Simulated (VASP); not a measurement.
# Ir (Pmma) in VASP: single point with PBEsol

Aim: the single point of Ir with PBEsol.

Everything below comes from runs of VASP 6.6.1. Logs are shortened: lines on timing, memory, paths and dates and some standing lists are left out, and cuts for length are marked.

## 1. The cell of the first run

Symmetry: Pmma, No. 51, orthorhombic system. Conventional cell: a = 12.238 Å, b = 2.233 Å, c = 7.193 Å, α = 90.00°, β = 90.00°, γ = 90.00°. Within 3.0 Å of Ir (site symmetry mm2) lie 2 Ir at 2.23 Å.

## 2. Single point, PBEsol

INCAR

```
SYSTEM = Ir
PREC = Accurate ; ENCUT = 520
EDIFF = 1E-7 ; ISMEAR = 1
SIGMA = 0.05 ; LREAL = .False.
LASPH = .True. ; NELM = 80
ALGO = Normal ; ISIF = 2
LWAVE = .False. ; LCHARG = .True.
GGA = PS ; LELF = .True.
LVHAR = .True. ; NBANDS = 16
```

KPOINTS

```
regular mesh
0
Gamma
  3 14 4
  0 0 0
```

POSCAR

```
Ir
1.0
   12.2384550000      0.0000000000      0.0000000000
    0.0000000000      2.2334310000      0.0000000000
    0.0000000000      0.0000000000      7.1930010000
Ir
2
Direct
    0.2500000000      0.0000000000      0.1639880000
    0.7500000000      0.0000000000      0.8360120000
```

Potentials or basis: VASP PAW PBE potentials, release 64 (Ir).

Run with:

```bash
$ cat potpaw_PBE.64/Ir/POTCAR > POTCAR
$ mpirun -np 1 vasp_std > vasp.out
```

OUTCAR:

```text
SYSTEM = Ir
   PREC = Accurate
   ENCUT = 520
   EDIFF = 1E-7
   ISMEAR = 1
   LREAL = .False.
   LASPH = .True.
   NELM = 80
   ISIF = 2
   GGA = PS

 ion  position               nearest neighbor table
   1  0.250  0.000  0.164-
   2  0.750  0.000  0.836-

  LATTYP: Found a simple orthorhombic cell.
 ALAT       =     2.2334310000
 B/A-ratio  =     3.2206058750
 C/A-ratio  =     5.4796655907

  Lattice vectors:

 A1 = (   0.0000000000,   2.2334310000,   0.0000000000)
 A2 = (   0.0000000000,   0.0000000000,   7.1930010000)
 A3 = (  12.2384550000,   0.0000000000,   0.0000000000)

Analysis of symmetry for initial positions (statically):
=====================================================================
 Subroutine PRICEL returns:
 Original cell was already a primitive cell.

 Routine SETGRP: Setting up the symmetry group for a
 simple orthorhombic supercell.

 Subroutine GETGRP returns: Found  8 space group operations
 (whereof  4 operations were pure point group operations)
 out of a pool of  8 trial point group operations.

The static configuration has the point symmetry C_2h.
 The point group associated with its full space group is D_2h.

Analysis of symmetry for dynamics (positions and initial velocities):
=====================================================================
 Subroutine PRICEL returns:
 Original cell was already a primitive cell.

 Routine SETGRP: Setting up the symmetry group for a
 simple orthorhombic supercell.

 Subroutine GETGRP returns: Found  8 space group operations
 (whereof  4 operations were pure point group operations)
 out of a pool of  8 trial point group operations.

The dynamic configuration has the point symmetry C_2h.
 The point group associated with its full space group is D_2h.

 Subroutine INISYM returns: Found  8 space group operations
 (whereof  4 operations are pure point group operations),
 and found     1 'primitive' translations

----------------------------------------------------------------------------------------

                                     Primitive cell

  volume of cell :     196.6117

  direct lattice vectors                    reciprocal lattice vectors
    12.238455000  0.000000000  0.000000000     0.081709660  0.000000000  0.000000000
     0.000000000  2.233431000  0.000000000     0.000000000  0.447741614  0.000000000
     0.000000000  0.000000000  7.193001000     0.000000000  0.000000000  0.139024032

  length of vectors
    12.238455000  2.233431000  7.193001000     0.081709660  0.447741614  0.139024032

  position of ions in fractional coordinates (direct lattice)
     0.250000000  0.000000000  0.163988000
     0.750000000  0.000000000  0.836012000

  ion indices of the primitive-cell ions
   primitive index   ion index
                 1           1
                 2           2

----------------------------------------------------------------------------------------

 KPOINTS: regular mesh

Automatic generation of k-mesh.
 Grid dimensions read from file:
 generate k-points for:    3   14    4

 Generating k-lattice:

  Cartesian coordinates                     Fractional coordinates (reciprocal lattice)
     0.027236553  0.000000000  0.000000000     0.333333333  0.000000000  0.000000000
     0.000000000  0.031981544  0.000000000     0.000000000  0.071428571  0.000000000
     0.000000000  0.000000000  0.034756008     0.000000000  0.000000000  0.250000000

  Length of vectors
     0.027236553  0.031981544  0.034756008

  Shift w.r.t. Gamma in fractional coordinates (k-lattice)
     0.000000000  0.000000000  0.000000000

 Subroutine IBZKPT returns following result:
 ===========================================

 Found     48 irreducible k-points:

 Following reciprocal coordinates:
            Coordinates               Weight
  0.000000  0.000000  0.000000      1.000000
  0.333333  0.000000  0.000000      2.000000
  0.000000  0.071429  0.000000      2.000000
  0.333333  0.071429  0.000000      4.000000
  0.000000  0.142857  0.000000      2.000000
  0.333333  0.142857  0.000000      4.000000
[... 16 lines left out ...]
  0.000000  0.214286  0.250000      4.000000
  0.333333  0.214286  0.250000      8.000000
 [... further k-points ...]
   k-points           NKPTS =     48   k-points in BZ     NKDIM =     48   number of bands    NBANDS=     16
   number of dos      NEDOS =    301   number of ions     NIONS =      2
   total plane-waves  NPLWV =  93312
   dimension x,y,z NGX =    96 NGY =   18 NGZ =   54
   dimension x,y,z NGXF=   192 NGYF=   36 NGZF=  108
   ions per type =               2
   NGX,Y,Z   is equivalent  to a cutoff of  13.04, 13.40, 12.48 a.u.
   NGXF,Y,Z  is equivalent  to a cutoff of  26.08, 26.80, 24.96 a.u.
 SYSTEM =  Ir
   PREC   = accura    normal or accurate (medium, high low for compatibility)
   ISTART =      0    job   : 0-new  1-cont  2-samecut
   ICHARG =      2    charge: 1-file 2-atom 10-const
   ISPIN  =      1    spin polarized calculation?
   LNONCOLLINEAR =      F non collinear calculations
   LSORBIT =      F    spin-orbit coupling
   LASPH  =      T    aspherical Exc in radial PAW
   ENCUT  =  520.0 eV  38.22 Ry    6.18 a.u.  22.76  4.15 13.37*2*pi/ulx,y,z
   NELM   =     80;   NELMIN=  2; NELMDL= -5     # of ELM steps
   EDIFF  = 0.1E-06   stopping-criterion for ELM
   LREAL  =      F    real-space projection
   EDIFFG = 0.1E-05   stopping-criterion for IOM
   NSW    =      0    number of steps for IOM
   IBRION =     -1    ionic relax: 0-MD 1-quasi-New 2-CG
   NFREE  =      0    steps in history (QN), initial steepest desc. (CG)
   ISIF   =      2    stress and relaxation
   ISYM   =      2    0-nonsym 1-usesym 2-fastsym
   POTIM  = 0.5000    time-step for ionic-motion
   TEBEG  =    0.0;   TEEND  =   0.0 temperature during run
   PSTRESS=    0.0 pullay stress
   NELECT =      18.0000    total number of electrons
   NUPDOWN=      -1.0000    fix difference up-down
   EMIN   =  10.00;   EMAX   =-10.00  energy-range for DOS
   EFERMI =   0.00;   METHOD = LEGACY
   ISMEAR =     1;   SIGMA  =   0.05  broadening in eV -4-tet -1-fermi 0-gaus
   EFERMI_NEDOS =   21; number of points for ismear=-14 and -15
   IALGO  =     38    algorithm
   IMIX   =      4    mixing-type and parameters
     AMIX     =   0.40;   BMIX     =  1.00
     AMIX_MAG =   1.60;   BMIX_MAG =  1.00
  volume/ion in A,a.u.               =      98.31       663.40
  Fermi-wavevector in a.u.,A,eV,Ry     =   0.737841  1.394317  7.407132  0.544409
  Thomas-Fermi vector in A             =   1.831619
   LORBIT       =      0    0 simple, 1 ext, 2 COOP (PROOUT), +10 PAW based schemes
   GGA     = PS    functional components
   LHFCALC =     F    Hartree Fock is set to
   AEXX    =    0.0000 exact exchange contribution
   IVDW    =     0    specifies the selected vdW correction
   LEPSILON=     F    determine dielectric tensor
   LRPA    =     F    only Hartree local field effects (RPA)
 non-spin polarized calculation
 Methfessel and Paxton  Order N= 1 SIGMA  =   0.05
  energy-cutoff  :      520.00
  volume of cell :      196.61
 maximum number of plane-waves:      5340
 NGX is ok and might be reduce to    96
   NGX = 45   NGY =  9   NGZ = 27

 number of electron      18.0000000 magnetization

 Free energy of the ion-electron system (eV)
  ---------------------------------------------------
  ext. energy  EPLUGINS =         0.00000000
  ---------------------------------------------------
  free energy    TOTEN  =       -10.62542834 eV

  energy without entropy =      -10.61345284  energy(sigma->0) =      -10.62143651

 E-fermi :  -3.7159     XC(G=0):  -4.1558

 val. band max:       -3.7159221217   @ k =   0.0000   0.4286   0.5000
 cond. band min:      -3.7156838705   @ k =   0.0000   0.4286   0.0000
 fundamental gap:      0.0002382512
 Fermi energy:        -3.7158823070

 k-point     1 :       0.0000    0.0000    0.0000
  band No.  band energies     occupation
      1     -11.2366      2.00000
      2     -11.2362      2.00000
      3      -5.9137      2.00000
      4      -5.8575      2.00000
      5      -5.3331      2.00000
      6      -5.3296      2.00000
[... 8 lines left out ...]
     15      -0.4187      0.00000
     16      -0.3123      0.00000

 k-point     2 :       0.3333    0.0000    0.0000
  band No.  band energies     occupation
      1     -11.2365      2.00000
      2     -11.2363      2.00000
      3      -5.8999      2.00000
      4      -5.8718      2.00000
      5      -5.3340      2.00000
      6      -5.3332      2.00000
[... 8 lines left out ...]
     15      -0.4275      0.00000
     16      -0.4274      0.00000

 k-point     3 :       0.0000    0.0714    0.0000
  band No.  band energies     occupation
      1     -10.7602      2.00000
      2     -10.7598      2.00000
      3      -5.7907      2.00000
      4      -5.7352      2.00000
      5      -5.2598      2.00000
      6      -5.2565      2.00000
[... 8 lines left out ...]
     15       0.3470      0.00000
     16       0.4537      0.00000

 k-point     4 :       0.3333    0.0714    0.0000
  band No.  band energies     occupation
      1     -10.7601      2.00000
      2     -10.7599      2.00000
      3      -5.7771      2.00000
      4      -5.7493      2.00000
      5      -5.2607      2.00000
      6      -5.2598      2.00000
[... 8 lines left out ...]
     15       0.3255      0.00000
     16       0.3358      0.00000

 k-point     5 :       0.0000    0.1429    0.0000
  band No.  band energies     occupation
      1      -9.3805      2.00000
      2      -9.3800      2.00000
      3      -5.4255      2.00000
      4      -5.3722      2.00000
      5      -5.0492      2.00000
      6      -5.0462      2.00000
[... 8 lines left out ...]
     15       1.2956      0.00000
     16       1.4313      0.00000

 k-point     6 :       0.3333    0.1429    0.0000
  band No.  band energies     occupation
      1      -9.3804      2.00000
      2      -9.3801      2.00000
      3      -5.4124      2.00000
      4      -5.3858      2.00000
      5      -5.0499      2.00000
      6      -5.0491      2.00000
[... 8 lines left out ...]
     15       1.2536      0.00000
     16       1.2789      0.00000

 k-point     7 :       0.0000    0.2143    0.0000
  band No.  band energies     occupation
      1      -7.2540      2.00000
      2      -7.2536      2.00000
      3      -5.2184      2.00000
      4      -5.2110      2.00000
      5      -5.2100      2.00000
      6      -5.2081      2.00000
[... 8 lines left out ...]
     15       2.3046      0.00000
     16       2.4636      0.00000

 k-point     8 :       0.3333    0.2143    0.0000
  band No.  band energies     occupation
      1      -7.2539      2.00000
      2      -7.2537      2.00000
      3      -5.2163      2.00000
      4      -5.2122      2.00000
      5      -5.2099      2.00000
      6      -5.2094      2.00000
[... 8 lines left out ...]
     15       2.2468      0.00000
     16       2.2838      0.00000

 k-point     9 :       0.0000    0.2857    0.0000
  band No.  band energies     occupation
      1      -6.5231      2.00000
      2      -6.5200      2.00000
      3      -6.5196      2.00000
      4      -6.5190      2.00000
      5      -4.8438      2.00000
      6      -4.8412      2.00000
[... 8 lines left out ...]
     15       3.4710      0.00000
     16       3.6425      0.00000
[... 172 lines left out ...]
 k-point    19 :       0.0000    0.0714    0.2500
  band No.  band energies     occupation
      1     -10.7602      2.00000
      2     -10.7598      2.00000
      3      -5.7776      2.00000
      4      -5.7289      2.00000
      5      -5.2573      2.00000
      6      -5.2568      2.00000
[... 8 lines left out ...]
     15       0.1115      0.00000
     16       0.4064      0.00000

 k-point    20 :       0.3333    0.0714    0.2500
  band No.  band energies     occupation
      1     -10.7601      2.00000
      2     -10.7599      2.00000
      3      -5.7657      2.00000
      4      -5.7413      2.00000
      5      -5.2595      2.00000
      6      -5.2589      2.00000
[... 8 lines left out ...]
     15       0.1347      0.00000
     16       0.3297      0.00000

 k-point    21 :       0.0000    0.1429    0.2500
  band No.  band energies     occupation
      1      -9.3804      2.00000
      2      -9.3800      2.00000
      3      -5.4131      2.00000
      4      -5.3662      2.00000
      5      -5.0468      2.00000
      6      -5.0465      2.00000
[... 8 lines left out ...]
     15       0.9664      0.00000
     16       1.3605      0.00000

 k-point    22 :       0.3333    0.1429    0.2500
  band No.  band energies     occupation
      1      -9.3803      2.00000
      2      -9.3801      2.00000
      3      -5.4016      2.00000
      4      -5.3781      2.00000
      5      -5.0488      2.00000
      6      -5.0483      2.00000
[... 8 lines left out ...]
     15       0.9977      0.00000
     16       1.2630      0.00000

 k-point    23 :       0.0000    0.2143    0.2500
  band No.  band energies     occupation
      1      -7.2539      2.00000
      2      -7.2535      2.00000
      3      -5.2178      2.00000
      4      -5.2129      2.00000
      5      -5.2123      2.00000
      6      -5.2084      2.00000
[... 8 lines left out ...]
     15       1.9051      0.00000
     16       2.3721      0.00000

 k-point    24 :       0.3333    0.2143    0.2500
  band No.  band energies     occupation
      1      -7.2538      2.00000
      2      -7.2536      2.00000
      3      -5.2164      2.00000
      4      -5.2138      2.00000
      5      -5.2117      2.00000
      6      -5.2097      2.00000
[... 8 lines left out ...]
     15       1.9431      0.00000
     16       2.2595      0.00000

 [... further k-points ...]
[... 5 lines left out ...]
  --------------------------------------------------------------------------------------
  -------------------------------------------------------------------------------------
  Total       -0.0388779      3.8180802     -0.0275031      0.0000000      0.0000000     -0.0000000
  in kB       -0.3168137     31.1133210     -0.2241211      0.0000000      0.0000000     -0.0000000
  external PRESSURE =      10.1907954 kB  Pullay stress =       0.0000000 kB

 VOLUME and BASIS-vectors are now :
 -----------------------------------------------------------------------------
  energy-cutoff  :      520.00
  volume of cell :      196.61
      direct lattice vectors                 reciprocal lattice vectors
    12.238455000  0.000000000  0.000000000     0.081709660  0.000000000  0.000000000
     0.000000000  2.233431000  0.000000000     0.000000000  0.447741614  0.000000000
     0.000000000  0.000000000  7.193001000     0.000000000  0.000000000  0.139024032

 POSITION                                       TOTAL-FORCE (eV/Angst)
 -----------------------------------------------------------------------------------
      3.05961      0.00000      1.17957        -0.000000      0.000000     -0.001253
      9.17884      0.00000      6.01344         0.000000      0.000000      0.001253
 -----------------------------------------------------------------------------------
    total drift:                                0.000000      0.000000     -0.000000

  FREE ENERGIE OF THE ION-ELECTRON SYSTEM (eV)
  ---------------------------------------------------
  free  energy   TOTEN  =       -10.6254283434 eV

  energy  without entropy=      -10.6134528377  energy(sigma->0) =      -10.62143651
```

Run time: 2.1 min. Hardware: 1 thread of Intel Xeon Platinum 8488C (Sapphire Rapids), shared host; peak memory 0.36 GiB.

What came out:

| Item | Value |
| --- | --- |
| Free energy | -10.6254 eV |
| Pressure | 1.0 GPa |
| Band gap on the k mesh | zero (band 9 reaches -1.25 eV, above the bottom of band 10 at -4.73 eV) |

Stress tensor (GPa, compression positive):
```
-0.03  0.00  0.00
 0.00  3.11  0.00
 0.00  0.00 -0.02
```

Caveat: the PAW data sets were made with another functional, which shifts forces and pressure a little; spin-orbit coupling is left out, which moves the levels of the heavy elements.
